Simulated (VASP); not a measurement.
# Ba (Im-3m) in VASP: single point with r2SCAN

Aim: the single point of Ba with r2SCAN.

Everything below comes from runs of VASP 6.6.1. Logs are shortened: lines on timing, memory, paths and dates and some standing lists are left out, and cuts for length are marked.

## (1) The cell of the first run

Symmetry: Im-3m, No. 229, cubic system. The conventional cell has a = 5.020 Å, b = 5.020 Å, c = 5.020 Å, α = 90.00°, β = 90.00°, γ = 90.00°. Ba (site symmetry m-3m) has 14 Ba at 4.35 to 5.02 Å within 5.7 Å.

## (2) Single point, r2SCAN, non-collinear spin, zero start, spin-orbit coupling

The input, POSCAR:

```
Ba
1.0
   -2.5099999471      2.5099999471      2.5099999471
    2.5099999471     -2.5099999471      2.5099999471
    2.5099999471      2.5099999471     -2.5099999471
Ba
1
Direct
    0.0000000000      0.0000000000      0.0000000000
```

The input, INCAR.step1:

```
SYSTEM = Ba
  PREC = Accurate
  ENCUT = 550
  ISMEAR = 0
  SIGMA = 0.05
  LREAL = .FALSE.
  LASPH = .TRUE.
  NELM = 200
  LNONCOLLINEAR = .TRUE.
  MAGMOM = 0 0 0
  LSORBIT = .TRUE.
  GGA_COMPAT = .FALSE.
  NBANDS = 21
  GGA = PE
  ALGO = Normal
  EDIFF = 1E-5
  LWAVE = .TRUE.
  LCHARG = .FALSE.
```

The input, INCAR.step2:

```
SYSTEM = Ba
  PREC = Accurate
  ENCUT = 550
  EDIFF = 1E-6
  ISMEAR = 0
  SIGMA = 0.05
  LREAL = .FALSE.
  LASPH = .TRUE.
  NELM = 200
  ALGO = Normal
  ISIF = 2
  LWAVE = .FALSE.
  LCHARG = .FALSE.
  LNONCOLLINEAR = .TRUE.
  MAGMOM = 0 0 0
  LORBIT = 11
  LSORBIT = .TRUE.
  GGA_COMPAT = .FALSE.
  LORBMOM = .TRUE.
  METAGGA = R2SCAN
  LMIXTAU = .TRUE.
  NBANDS = 21
  ISTART = 1
```

The input, KPOINTS:

```
regular mesh
0
G
  6 6 6
  0 0 0
```

Potentials or basis: VASP PAW PBE potentials, release 64 (Ba_sv).

Launch:

```sh
> cat potpaw_PBE.64/Ba_sv/POTCAR > POTCAR
> cp INCAR.step1 INCAR
> mpirun -np 1 vasp_ncl > vasp.out
> cp INCAR.step2 INCAR
> mpirun -np 1 vasp_ncl > vasp.out
```

OUTCAR:

```text
SYSTEM = Ba
   PREC = Accurate
   ENCUT = 550
   EDIFF = 1E-6
   ISMEAR = 0
   LREAL = .FALSE.
   LASPH = .TRUE.
   NELM = 200
   ISIF = 2
   LNONCOLLINEAR = .TRUE.
   LORBIT = 11
   LSORBIT = .TRUE.
   METAGGA = R2SCAN
   ISTART = 1

 ion  position               nearest neighbor table
   1  0.000  0.000  0.000-

  LATTYP: Found a body centered cubic cell.
 ALAT       =     5.0199998942

  Lattice vectors:

 A1 = (  -2.5099999471,   2.5099999471,   2.5099999471)
 A2 = (   2.5099999471,  -2.5099999471,   2.5099999471)
 A3 = (   2.5099999471,   2.5099999471,  -2.5099999471)

Analysis of symmetry for initial positions (statically):
=====================================================================
 Subroutine PRICEL returns:
 Original cell was already a primitive cell.

 Routine SETGRP: Setting up the symmetry group for a
 body centered cubic supercell.

 Subroutine GETGRP returns: Found 48 space group operations
 (whereof 48 operations were pure point group operations)
 out of a pool of 48 trial point group operations.

The static configuration has the point symmetry O_h .

Analysis of symmetry for dynamics (positions and initial velocities):
=====================================================================
 Subroutine PRICEL returns:
 Original cell was already a primitive cell.

 Routine SETGRP: Setting up the symmetry group for a
 body centered cubic supercell.

 Subroutine GETGRP returns: Found 48 space group operations
 (whereof 48 operations were pure point group operations)
 out of a pool of 48 trial point group operations.

The dynamic configuration has the point symmetry O_h .

Analysis of structural, dynamic, and magnetic symmetry:
=====================================================================
 Subroutine PRICEL returns:
 Original cell was already a primitive cell.

 Routine SETGRP: Setting up the symmetry group for a
 body centered cubic supercell.

 Subroutine GETGRP returns: Found 48 space group operations
 (whereof 48 operations were pure point group operations)
 out of a pool of 48 trial point group operations.

The overall configuration has the point symmetry O_h .

 Subroutine INISYM returns: Found 48 space group operations
 (whereof 48 operations are pure point group operations),
 and found     1 'primitive' translations

----------------------------------------------------------------------------------------

                                     Primitive cell

  volume of cell :      63.2530

  direct lattice vectors                    reciprocal lattice vectors
    -2.509999947  2.509999947  2.509999947     0.000000000  0.199203191  0.199203191
     2.509999947 -2.509999947  2.509999947     0.199203191  0.000000000  0.199203191
     2.509999947  2.509999947 -2.509999947     0.199203191  0.199203191  0.000000000

  length of vectors
     4.347447435  4.347447435  4.347447435     0.281715855  0.281715855  0.281715855

  position of ions in fractional coordinates (direct lattice)
     0.000000000  0.000000000  0.000000000

  ion indices of the primitive-cell ions
   primitive index   ion index
                 1           1

----------------------------------------------------------------------------------------

 KPOINTS: regular mesh

Automatic generation of k-mesh.
 Grid dimensions read from file:
 generate k-points for:    6    6    6

 Generating k-lattice:

  Cartesian coordinates                     Fractional coordinates (reciprocal lattice)
     0.000000000  0.033200532  0.033200532     0.166666667  0.000000000  0.000000000
     0.033200532  0.000000000  0.033200532     0.000000000  0.166666667  0.000000000
     0.033200532  0.033200532  0.000000000     0.000000000  0.000000000  0.166666667

  Length of vectors
     0.046952643  0.046952643  0.046952643

[... 40 lines left out ...]
   LSORBIT =      T    spin-orbit coupling
   LASPH  =      T    aspherical Exc in radial PAW
   ENCUT  =  550.0 eV  40.42 Ry    6.36 a.u.   8.31  8.31  8.31*2*pi/ulx,y,z
   NELM   =    200;   NELMIN=  2; NELMDL=  0     # of ELM steps
   EDIFF  = 0.1E-05   stopping-criterion for ELM
   LREAL  =      F    real-space projection
   EDIFFG = 0.1E-04   stopping-criterion for IOM
   NSW    =      0    number of steps for IOM
   IBRION =     -1    ionic relax: 0-MD 1-quasi-New 2-CG
   NFREE  =      0    steps in history (QN), initial steepest desc. (CG)
   ISIF   =      2    stress and relaxation
   ISYM   =      2    0-nonsym 1-usesym 2-fastsym
   POTIM  = 0.5000    time-step for ionic-motion
   TEBEG  =    0.0;   TEEND  =   0.0 temperature during run
   PSTRESS=    0.0 pullay stress
   NELECT =      10.0000    total number of electrons
   NUPDOWN=      -1.0000    fix difference up-down
   EMIN   =  10.00;   EMAX   =-10.00  energy-range for DOS
   EFERMI =   0.00;   METHOD = LEGACY
   ISMEAR =     0;   SIGMA  =   0.05  broadening in eV -4-tet -1-fermi 0-gaus
   EFERMI_NEDOS =   21; number of points for ismear=-14 and -15
   IALGO  =     38    algorithm
   IMIX   =      4    mixing-type and parameters
     AMIX     =   0.40;   BMIX     =  1.00
     AMIX_MAG =   1.60;   BMIX_MAG =  1.00
  volume/ion in A,a.u.               =      63.25       426.85
  Fermi-wavevector in a.u.,A,eV,Ry     =   0.885213  1.672810 10.661553  0.783602
  Thomas-Fermi vector in A             =   2.006216
   LORBIT       =     11    0 simple, 1 ext, 2 COOP (PROOUT), +10 PAW based schemes
   METAGGA = R2SCAN    functional components
   LHFCALC =     F    Hartree Fock is set to
   AEXX    =    0.0000 exact exchange contribution
   IVDW    =     0    specifies the selected vdW correction
   LEPSILON=     F    determine dielectric tensor
   LRPA    =     F    only Hartree local field effects (RPA)
 Gauss-broadening in eV      SIGMA  =   0.05
  energy-cutoff  :      550.00
  volume of cell :       63.25
 maximum number of plane-waves:      3756
 NGX is ok and might be reduce to    36
   NGX = 17   NGY = 17   NGZ = 17

 number of electron      10.0000001 magnetization      -0.0000000     -0.0000000      0.0000000

 number of electron      10.0000001 magnetization       0.0000000     -0.0000000      0.0000000

 number of electron      10.0000001 magnetization      -0.0000000     -0.0000000     -0.0000000

 Free energy of the ion-electron system (eV)
  ---------------------------------------------------
  ext. energy  EPLUGINS =         0.00000000
  ---------------------------------------------------
  free energy    TOTEN  =       -26.61766552 eV

  energy without entropy =      -26.61650893  energy(sigma->0) =      -26.61708723

 E-fermi :   1.7627     XC(G=0):  -7.8201

 val. band max:        1.7141481770   @ k =  -0.3333   0.3333   0.3333
 cond. band min:       1.8042108981   @ k =   0.3333   0.1667   0.1667
 fundamental gap:      0.0900627211
 Fermi energy:         1.7627377363

 k-point     1 :       0.0000    0.0000    0.0000
  band No.  band energies     occupation
      1     -28.2276      1.00000
      2     -28.2276      1.00000
      3     -14.1222      1.00000
      4     -14.1222      1.00000
      5     -12.1202      1.00000
      6     -12.1202      1.00000
[... 373 lines left out ...]
     20       6.7010      0.00000
     21       6.7011      0.00000

------------------------ aborting loop because EDIFF is reached ----------------------------------------

  FORCE on cell =-STRESS in cart. coord.  units (eV):
  Direction    XX          YY          ZZ          XY          YZ          ZX
  --------------------------------------------------------------------------------------
  -------------------------------------------------------------------------------------
  Total        0.1528857      0.1528857      0.1528857      0.0000000      0.0000000     -0.0000000
  in kB        3.8725447      3.8725447      3.8725447      0.0000000      0.0000000     -0.0000000
  external PRESSURE =       3.8725447 kB  Pullay stress =       0.0000000 kB

 VOLUME and BASIS-vectors are now :
 -----------------------------------------------------------------------------
  energy-cutoff  :      550.00
  volume of cell :       63.25
      direct lattice vectors                 reciprocal lattice vectors
    -2.509999947  2.509999947  2.509999947     0.000000000  0.199203191  0.199203191
     2.509999947 -2.509999947  2.509999947     0.199203191  0.000000000  0.199203191
     2.509999947  2.509999947 -2.509999947     0.199203191  0.199203191  0.000000000

 POSITION                                       TOTAL-FORCE (eV/Angst)
 -----------------------------------------------------------------------------------
      0.00000      0.00000      0.00000        -0.000000     -0.000000     -0.000000
 -----------------------------------------------------------------------------------
    total drift:                               -0.000000      0.000000      0.000000

  FREE ENERGIE OF THE ION-ELECTRON SYSTEM (eV)
  ---------------------------------------------------
  free  energy   TOTEN  =       -26.6176655175 eV

  energy  without entropy=      -26.6165089337  energy(sigma->0) =      -26.61708723

 orbital moment (x)

 # of ion     p       d       tot
 ----------------------------------------
  1        -0.000   0.000   0.000
 ----------------------------------------
           -0.000   0.000   0.000

 orbital moment (y)

 # of ion     p       d       tot
 ----------------------------------------
  1         0.000  -0.000  -0.000
 ----------------------------------------
            0.000  -0.000  -0.000

 orbital moment (z)

 # of ion     p       d       tot
 ----------------------------------------
  1         0.000   0.000   0.000
 ----------------------------------------
            0.000   0.000   0.000

 Spin-Orbit-Coupling matrix elements

 Ion:    1  E_soc:     -0.3761536
 l=   1
     0.0000000    -0.0625915    -0.0625915
    -0.0625915     0.0000000    -0.0625915
    -0.0625915    -0.0625915     0.0000000
 l=   2
     0.0000000     0.0000049     0.0000000     0.0000049    -0.0001057
     0.0000049     0.0000000    -0.0000793     0.0000049    -0.0000264
     0.0000000    -0.0000793     0.0000000    -0.0000793     0.0000000
     0.0000049     0.0000049    -0.0000793     0.0000000    -0.0000264
    -0.0001057    -0.0000264     0.0000000    -0.0000264     0.0000000
 l=   3
     0.0000000     0.0000000     0.0000000     0.0000000     0.0000000     0.0000000     0.0000000
     0.0000000     0.0000000     0.0000000     0.0000000     0.0000000     0.0000000     0.0000000
     0.0000000     0.0000000     0.0000000     0.0000000     0.0000000     0.0000000     0.0000000
     0.0000000     0.0000000     0.0000000     0.0000000     0.0000000     0.0000000     0.0000000
     0.0000000     0.0000000     0.0000000     0.0000000     0.0000000     0.0000000     0.0000000
     0.0000000     0.0000000     0.0000000     0.0000000     0.0000000     0.0000000     0.0000000
     0.0000000     0.0000000     0.0000000     0.0000000     0.0000000     0.0000000     0.0000000

 total charge

# of ion       s       p       d       tot
------------------------------------------
    1        2.069   5.565   0.262   7.896

 magnetization (x)

# of ion       s       p       d       tot
------------------------------------------
    1       -0.000  -0.000   0.000  -0.000

 magnetization (y)

# of ion       s       p       d       tot
------------------------------------------
    1       -0.000   0.000  -0.000  -0.000

 magnetization (z)

# of ion       s       p       d       tot
------------------------------------------
    1        0.000  -0.000   0.000   0.000
```

Wall time 5.1 min (1 thread of AMD EPYC 7R13 (Zen 3), shared host); peak memory 0.42 GiB.

Results:

```
Free energy                                           : -26.6177 eV
Pressure                                              : 0.4 GPa
Net moment                                            : 0.00 μB per cell
Valence electrons inside the program's atomic spheres : Ba 7.90
```

Moments on the atoms (μB; x, y, z):
```
Ba  0.00 0.00 0.00
```

Caveat: the PAW data sets were made with another functional, which shifts forces and pressure a little.
